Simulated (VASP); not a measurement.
Crystal: HfN.

```xyz
2
Lattice="2.8250 0.0000 0.0000 0.0000 2.8250 0.0000 0.0000 0.0000 2.8250" Properties=species:S:1:pos:R:3 pbc="T T T"
Hf    1.4125    1.4125    1.4125
N     0.0000    0.0000    0.0000
```

Base run:

- Program: VASP 6.6.1
- Functional: r2SCAN
- Potentials or basis: VASP PAW PBE potentials, release 64 (Hf_pv, N)
- Cutoff: 520 eV
- k mesh: 9 × 9 × 9
- Occupations: fermi-dirac, width 0.05 eV
- Spin: no spin polarisation

Its results: pressure -7.9 GPa.

After a change of settings the same cell gave: pressure 24.1 GPa. Which change was it?
A. further incar settings from ALGO = Normal; EDIFF = 1e-06; NBANDS = 14 to ALGO = Normal; EDIFF = 1e-07; NBANDS = 14; hubbard terms from none to Hf d U = 5.0 eV
B. functional from r2SCAN to LDA; potentials or basis from VASP PAW PBE potentials, release 64 (Hf_pv, N) to VASP PAW LDA potentials, release 64 (Hf_pv, N)
C. hubbard terms from none to Hf d U = 8.0 eV
D. functional from r2SCAN to PBE

C.

Caveats: the PAW data sets were made with another functional, which shifts forces and pressure a little; U without spin polarisation on a metal has little footing (some runs).
